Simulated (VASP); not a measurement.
Write the native input for VASP 6.6.1 that does the following.

| Quantity | Value |
| --- | --- |
| Task | single point |
| Functional | PBEsol |
| Potentials or basis | VASP PAW PBE potentials, release 64 (Ti_sv, Co) |
| Cutoff | 520 eV |
| k mesh | 5 × 5 × 5 |
| Occupations | gaussian, width 0.4 eV |
| Spin | collinear spin, ferromagnetic start |
| Starting moments | [0.0, 0.0, 0.0, 0.0, 0.59, 0.59] μB |
| Dipole correction | no |
| Further INCAR settings | ALGO = Normal; EDIFF = 1e-06; NBANDS = 46 |

The structure of Ti2Co lies in POSCAR:

```
Ti2Co
1.0
    0.0000000000      3.3650000000      3.3650000000
    3.3650000000      0.0000000000      3.3650000000
    3.3650000000      3.3650000000      0.0000000000
Ti Co
4 2
Direct
    0.1250000000      0.1250000000      0.1250000000
    0.6250000000      0.1250000000      0.1250000000
    0.1250000000      0.1250000000      0.6250000000
    0.1250000000      0.6250000000      0.1250000000
    0.5000000000      0.5000000000      0.5000000000
    0.7500000000      0.7500000000      0.7500000000
```

One way to write it, as run:

INCAR

```
SYSTEM = Ti2Co
PREC = Accurate ; ENCUT = 520
EDIFF = 1E-6 ; ISMEAR = 0
SIGMA = 0.4 ; LREAL = .FALSE.
LASPH = .TRUE. ; NELM = 150
ALGO = Normal ; ISIF = 2
LWAVE = .FALSE. ; LCHARG = .FALSE.
ISPIN = 2 ; MAGMOM = 0 0 0 0 0.59 0.59
LORBIT = 11 ; LMAXMIX = 4
GGA = PS ; NBANDS = 46
```

KPOINTS

```
regular mesh
0
G
  5 5 5
  0 0 0
```

Potentials or basis: VASP PAW PBE potentials, release 64 (Ti_sv, Co).

Run with:

```console
$ cat potpaw_PBE.64/Ti_sv/POTCAR potpaw_PBE.64/Co/POTCAR > POTCAR
$ mpirun -np 1 vasp_std > vasp.out
```

Results of the run:

* Pressure: 16.9 GPa
* Band gap on the k mesh: zero (filled and empty bands overlap)
* Net moment: 0.04 μB per cell
* Site moments: Ti -0.00; Co +0.02 μB
* Valence electrons inside the program's atomic spheres: Ti 10.79; Co 8.13

Caveat: the PAW data sets were made with another functional, which shifts forces and pressure a little.

Wall time 2.6 min on 1 thread of Intel Xeon 6975P-C, with other jobs on the host, peak memory 0.26 GiB.
